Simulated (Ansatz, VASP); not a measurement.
**Two plane-wave programs on HfGe**

```
Hf Ge
1.0
     3.50084    0.00000    0.00000
     0.00000    3.50084    0.00000
     0.00000    0.00000    3.50084
Hf Ge
1 1
Direct
  0.00000 0.00000 0.00000
  0.50000 0.50000 0.50000
```

Alike in both runs: functional LDA; k mesh 6 × 6 × 6; occupations fermi-dirac, width 0.05 eV; non-collinear spin, spin-orbit coupling.

```csv
,VASP,Ansatz
version,VASP 6.6.1,Ansatz 0.2.0
potentials or method,"VASP PAW LDA potentials, release 64 (Hf_pv, Ge_d)",Ansatz PAW
plane-wave cutoff (eV),520,420
valence electrons in the cell,24,40
task,single point,band structure
```

```tsv
	VASP	Ansatz	Ansatz less VASP
pressure (GPa)	-18.1	-18.2	-0.02
net moment per atom (μB)	0.00	0.00	0.000
```

LDA's correlation is that of Perdew and Zunger in VASP and of Perdew and Wang (1992) in Ansatz. VASP's potentials hold 24 valence electrons a cell and Ansatz's 40, so a difference there can come from the potentials and not from the codes.
